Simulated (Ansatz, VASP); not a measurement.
# PtSe2 in VASP and in Ansatz

```
Pt Se
1.0
     3.75166    0.00000    0.00000
    -1.87583    3.24903    0.00000
     0.00000    0.00000    6.52688
Pt Se
1 2
Cartesian
  0.0000 0.0000 0.0000
  0.0000 2.1660 1.3066
  1.8758 1.0830 5.2203
```

Alike in both runs: task single point; functional PBE; k mesh 12 × 12 × 6; occupations gaussian, width 0.05 eV; no spin polarisation.

```csv
,VASP,Ansatz
version,VASP 6.6.1,Ansatz 0.2.0
potentials or method,"VASP PAW PBE potentials, release 64 (Pt, Se), cutoff 520 eV","scalar-relativistic, plane waves, PAW"
valence electrons in the cell,22,50
```

|  | VASP | Ansatz | Ansatz less VASP |
| --- | --- | --- | --- |
| gap on the k mesh at the Fermi level (eV) | 0.86 | 0.87 | +0.010 |
| least direct gap on the mesh (eV) | 1.09 | 1.10 | +0.009 |
| pressure (GPa) | 0.0 | 0.0 | +0.04 |

VASP's potentials hold 22 valence electrons a cell and Ansatz's 50, so a difference there can come from the potentials and not from the codes.

Neither program's run includes spin-orbit coupling.
